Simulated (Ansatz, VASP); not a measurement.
## SrO in VASP and in Ansatz

```
Sr O
1.0
     4.33173    0.00000    0.00000
    -2.16586    3.75139    0.00000
     0.00000    0.00000    5.22344
Sr O
2 2
Direct
  0.66667 0.33333 0.43813
  0.33333 0.66667 0.93813
  0.66667 0.33333 0.93687
  0.33333 0.66667 0.43687
```

Alike in both runs: task single point; functional PBE; k mesh 7 × 7 × 5; occupations fermi-dirac, width 0.05 eV; no spin polarisation.

```csv
,VASP,Ansatz
version,VASP 6.6.1,Ansatz 0.2.0
potentials or method,"VASP PAW PBE potentials, release 64 (Sr_sv, O)",Ansatz PAW
plane-wave cutoff (eV),520,420
valence electrons in the cell,32,32
```

|  | VASP | Ansatz | Ansatz less VASP |
| --- | --- | --- | --- |
| gap on the k mesh at the Fermi level (eV) | 2.51 | 2.52 | +0.016 |
| least direct gap on the mesh (eV) | 2.51 | 2.52 | +0.016 |
| pressure (GPa) | -1.3 | -1.7 | -0.39 |
| rms of the force components (eV/Å) | 0.006 | 0.006 | -0.0004 |

Atom by atom the forces differ by 0.000 eV/Å (rms over components).

Noted on Ansatz's run: odd divisions of the mesh miss points on the zone boundary, where band edges often lie, so the gap on the mesh can be too wide.
